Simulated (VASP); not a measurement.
# SnTe (Fm-3m) in VASP: further runs, part 2 of 2

VASP 6.6.1.

### Step 6. Single point, LDA

This run uses another cell than the first one, of 30.31 Å³/atom, 0.969 times its volume.

INCAR

```
  PREC = Accurate
  ENCUT = 520
  EDIFF = 1E-7
  ISMEAR = -1
  SIGMA = 0.1
  LREAL = False
  LASPH = True
  NELM = 60
  ALGO = Normal
  ISIF = 2
  LWAVE = False
  LCHARG = False
  GGA = CA
  NBANDS = 17
```

KPOINTS

```
regular mesh
0
Gamma
  9 9 9
```

POSCAR

```
SnTe
1.0
    0.0000000000      3.1180688335      3.1180688335
    3.1180688335      0.0000000000      3.1180688335
    3.1180688335      3.1180688335      0.0000000000
Sn Te
1 1
Direct
    0.0000000000      0.0000000000      0.0000000000
    0.5000000000      0.5000000000      0.5000000000
```

Potentials or basis: VASP PAW LDA potentials, release 64 (Sn_d, Te).

On the command line:

```
> cat potpaw_LDA.64/Sn_d/POTCAR potpaw_LDA.64/Te/POTCAR > POTCAR
> mpirun -np 1 vasp_std > vasp.out
```

OUTCAR:

```text
PREC = Accurate
   ENCUT = 520
   EDIFF = 1E-7
   ISMEAR = -1
   LREAL = False
   LASPH = True
   NELM = 60
   ISIF = 2
   GGA = CA

 ion  position               nearest neighbor table
   1  0.000  0.000  0.000-   2 3.12   2 3.12   2 3.12   2 3.12   2 3.12   2 3.12
   2  0.500  0.500  0.500-   1 3.12   1 3.12   1 3.12   1 3.12   1 3.12   1 3.12

  LATTYP: Found a face centered cubic cell.
 ALAT       =     6.2361376670

  Lattice vectors:

 A1 = (   0.0000000000,   3.1180688335,   3.1180688335)
 A2 = (   3.1180688335,   0.0000000000,   3.1180688335)
 A3 = (   3.1180688335,   3.1180688335,   0.0000000000)

Analysis of symmetry for initial positions (statically):
=====================================================================
 Subroutine PRICEL returns:
 Original cell was already a primitive cell.

 Routine SETGRP: Setting up the symmetry group for a
 face centered cubic supercell.

 Subroutine GETGRP returns: Found 48 space group operations
 (whereof 48 operations were pure point group operations)
 out of a pool of 48 trial point group operations.

The static configuration has the point symmetry O_h .
[... 154 lines left out ...]
  ---------------------------------------------------
  ext. energy  EPLUGINS =         0.00000000
  ---------------------------------------------------
  free energy    TOTEN  =        -8.83551462 eV

  energy without entropy =       -8.83082301  energy(sigma->0) =       -8.83316882

 E-fermi :   7.1236     XC(G=0):  -9.8773

 val. band max:        6.9220407392   @ k =   0.4444   0.0000   0.0000
 cond. band min:       7.4620477869   @ k =   0.4444   0.0000   0.0000
 fundamental gap:      0.5400070477
 Fermi energy:         7.1235877872

 k-point     1 :       0.0000    0.0000    0.0000
  band No.  band energies     occupation
      1     -14.6686      2.00000
      2     -14.6686      2.00000
      3     -14.6575      2.00000
      4     -14.6575      2.00000
      5     -14.6575      2.00000
      6      -5.9177      2.00000
[... 457 lines left out ...]
      4     -14.6451      2.00000
      5     -14.6451      2.00000
      6      -4.3000      2.00000
[... 9 lines left out ...]
     16      17.3502      0.00000
     17      18.2504      0.00000

 [... further k-points ...]
[... 5 lines left out ...]
  --------------------------------------------------------------------------------------
  -------------------------------------------------------------------------------------
  Total        0.0035673      0.0035673      0.0035673      0.0000000     -0.0000000     -0.0000000
  in kB        0.0942691      0.0942691      0.0942691      0.0000000     -0.0000000     -0.0000000
  external PRESSURE =       0.0942691 kB  Pullay stress =       0.0000000 kB

 VOLUME and BASIS-vectors are now :
 -----------------------------------------------------------------------------
  energy-cutoff  :      520.00
  volume of cell :       60.63
      direct lattice vectors                 reciprocal lattice vectors
     0.000000000  3.118068834  3.118068834    -0.160355665  0.160355665  0.160355665
     3.118068834  0.000000000  3.118068834     0.160355665 -0.160355665  0.160355665
     3.118068834  3.118068834  0.000000000     0.160355665  0.160355665 -0.160355665

 POSITION                                       TOTAL-FORCE (eV/Angst)
 -----------------------------------------------------------------------------------
      0.00000      0.00000      0.00000        -0.000000      0.000000     -0.000000
      3.11807      3.11807      3.11807         0.000000     -0.000000      0.000000
 -----------------------------------------------------------------------------------
    total drift:                               -0.000000      0.000000      0.000000

  FREE ENERGIE OF THE ION-ELECTRON SYSTEM (eV)
  ---------------------------------------------------
  free  energy   TOTEN  =        -8.8355146212 eV

  energy  without entropy=       -8.8308230091  energy(sigma->0) =       -8.83316882
```

stdout:

```text
POSCAR found type information on POSCAR SnTe
 POSCAR found :  2 types and       2 ions
 scaLAPACK will be used
 LDA part: xc-table for (Slater(with rela. corr.)+CA(PZ))
 , standard interpolation
 POSCAR, INCAR and KPOINTS ok, starting setup
 FFT: planning ... GRIDC
 FFT: planning ... GRID_SOFT
 FFT: planning ... GRID
 WAVECAR not read
 entering main loop
```

Wall time 40 s (1 thread of Intel Xeon Platinum 8259CL at 2.50GHz (Skylake/Cascade Lake), shared host); peak memory 0.18 GiB.

Results:

| Quantity | Value |
| --- | --- |
| Free energy | -8.8355 eV |
| Pressure | 0.0 GPa |

Levels at points of the mesh, in eV from the Fermi level:
```tsv
k point	band 7	band 8	band 9	band 10	band 11	band 12	band 13	band 14
(0.00, 0.00, 0.00)	-4.65	-2.19	-2.19	-2.19	3.37	3.37	3.37	4.74
```

Caveat: this odd mesh misses L, where the gap lies, so gap, dielectric constants and Born charges aren't listed; spin-orbit coupling is left out, which moves the levels of the heavy elements.

### Step 7. The runs side by side

```tsv
task	level	potentials or basis	cell	cutoff (eV)	pressure (GPa)	relaxed volume (Å³/atom)
relaxation of cell and atoms	PBEsol	VASP PAW PBE potentials, release 64 (Sn_d, Te)	relaxed from a = 4.456 Å, angles 60.0°, 2 atoms	600	0.0	31.09
relaxation of cell and atoms	LDA	VASP PAW LDA potentials, release 64 (Sn_d, Te)	relaxed from a = 4.456 Å, angles 60.0°, 2 atoms	600	0.0	30.35
relaxation of the atoms	r2SCAN	VASP PAW PBE potentials, release 64 (Sn_d, Te)	atoms relaxed from a = 4.506 Å, angles 60.0°, 2 atoms	520	-0.1	-
relaxation of the atoms	r2SCAN	VASP PAW PBE potentials, release 64 (Sn_d, Te)	atoms relaxed from a = 4.536 Å, angles 60.0°, 2 atoms	520	-0.9	-
single point	LDA	VASP PAW LDA potentials, release 64 (Sn_d, Te)	a = 4.410 Å, angles 60.0°, 2 atoms	520	0.0	-
```

Alike in all rows: no spin polarisation; k mesh 9 × 9 × 9; smearing fermi-dirac 0.1 eV.

Caveats: spin-orbit coupling is left out, which moves the levels of the heavy elements; the PAW data sets were made with another functional, which shifts forces and pressure a little (some runs); the relaxation stopped at its first step, so nothing moved (some runs).

Total energies depend on the potentials used, so only differences within one code and one set of settings carry meaning.
